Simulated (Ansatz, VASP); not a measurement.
## Two plane-wave programs on MgCd3Se4

```
CELL_PARAMETERS angstrom
4.02054 0.00000 0.00000
0.00000 4.02054 0.00000
0.00000 0.00000 11.39332
ATOMIC_POSITIONS crystal
Mg 0.00000 0.00000 0.00000
Cd 0.50000 0.50000 0.24803
Cd 0.00000 0.00000 0.50000
Cd 0.50000 0.50000 0.75197
Se 0.00000 0.00000 0.24484
Se 0.50000 0.50000 0.50000
Se 0.00000 0.00000 0.75516
Se 0.50000 0.50000 0.00000
```

Alike in both runs: functional PBE; k mesh 10 × 10 × 4; occupations gaussian, width 0.1 eV; no spin polarisation.

Ansatz relaxed the structure, and its values are those at the end. VASP's run is a single point on that final structure, the one shown.

```csv
,VASP,Ansatz
version,VASP 6.6.1,Ansatz 0.2.0
potentials or method,"VASP PAW PBE potentials, release 64 (Mg, Cd, Se), cutoff 520 eV","scalar-relativistic, plane waves, PAW"
valence electrons in the cell,62,134
```

|  | VASP | Ansatz | Ansatz less VASP |
| --- | --- | --- | --- |
| gap on the k mesh at the Fermi level (eV) | none | none | - |
| pressure (GPa) | 0.2 | 0.0 | -0.24 |
| rms of the force components (eV/Å) | 0.005 | 0.002 | -0.0032 |

A gap of «none» marks a metal or a gap that the smearing closes. With one functional, cell and mesh, what is left measures potentials, basis and numerics. VASP's potentials hold 62 valence electrons a cell and Ansatz's 134, so a difference there can come from the potentials and not from the codes.
